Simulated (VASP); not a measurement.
Wanted: the native input for a VASP 6.6.1 run.

```
Task                   : single point
Functional             : LDA
Potentials or basis    : VASP PAW LDA potentials, release 64 (Cs_sv, H)
Cutoff                 : 520 eV
k mesh                 : 5 × 5 × 5
Occupations            : gaussian, width 0.05 eV
Spin                   : no spin polarisation
Dipole correction      : no
Further INCAR settings : ALGO = Normal; EDIFF = 1e-06; NBANDS = 12
```

The structure of CsH lies in POSCAR:

```
CsH
1.0
    0.0265666667      3.1880000000      3.1880000000
    3.1880000000      0.0265666667      3.1880000000
    3.2145666667      3.2145666667      0.0000000000
Cs H
1 1
Direct
    0.0000000000      0.0000000000      0.0000000000
    0.5000000000      0.5000000000      0.5000000000
```

The input as run:

INCAR

```
PREC = Accurate
ENCUT = 520
EDIFF = 1E-6
ISMEAR = 0
SIGMA = 0.05
LREAL = F
LASPH = T
NELM = 80
ALGO = Normal
ISIF = 2
LWAVE = F
LCHARG = F
GGA = CA
NBANDS = 12
```

KPOINTS

```
regular mesh
0
Gamma
  5 5 5
```

Potentials or basis: VASP PAW LDA potentials, release 64 (Cs_sv, H).

Run with:

```bash
$ cat potpaw_LDA.64/Cs_sv/POTCAR potpaw_LDA.64/H/POTCAR > POTCAR
$ mpirun -np 1 vasp_std > vasp.out
```

It gave:

```json
{
  "Pressure": "-1.2 GPa",
  "Band gap on the k mesh": "2.46 eV, indirect (least direct gap 2.47 eV)"
}
```

Caveat: spin-orbit coupling is left out, which moves the levels of the heavy elements.

Wall time 15 s on 1 thread of AMD EPYC 7R13 Processor (Zen 3), on a shared host, peak memory 0.15 GiB.
